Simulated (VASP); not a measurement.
A run of VASP 6.6.1 is set up as follows.

Contents of INCAR:

```
SYSTEM = SrHg3O4
PREC = Accurate
ENCUT = 520
EDIFF = 1E-6
ISMEAR = 0
SIGMA = 0.1
LREAL = .False.
LASPH = .True.
NELM = 60
ALGO = Normal
ISIF = 2
LWAVE = .False.
LCHARG = .True.
GGA = PE
LELF = .True.
LVHAR = .True.
NBANDS = 45
```

The input KPOINTS:

```
Automatic mesh
0
Gamma
  8 8 8
  0 0 0
```

The input POSCAR:

```
SrHg3O4
1.0
    4.8892543356      0.0000000000      0.0000000000
    0.0000000000      4.8892543356      0.0000000000
    0.0000000000      0.0000000000      4.8892543356
Sr Hg O
1 3 4
Direct
    0.0000000000      0.0000000000      0.0000000000
    0.0000000000      0.5000000000      0.5000000000
    0.5000000000      0.0000000000      0.5000000000
    0.5000000000      0.5000000000      0.0000000000
    0.5000000000      0.0000000000      0.0000000000
    0.5000000000      0.5000000000      0.5000000000
    0.0000000000      0.0000000000      0.5000000000
    0.0000000000      0.5000000000      0.0000000000
```

Potentials or basis: VASP PAW PBE potentials, release 64 (Sr_sv, Hg, O).

Command:

```sh
$ cat potpaw_PBE.64/Sr_sv/POTCAR potpaw_PBE.64/Hg/POTCAR potpaw_PBE.64/O/POTCAR > POTCAR
$ mpirun -np 1 vasp_std > vasp.out
```

Task: What does it give for the band gap on the k mesh?

Result: Zero (bands 35 and 36 overlap by 1.19 eV).

Task: Estimate the pressure.

Result: 8.2 GPa.

Caveat: the cell stands under pressure; spin-orbit coupling is left out, which moves the levels of the heavy elements.
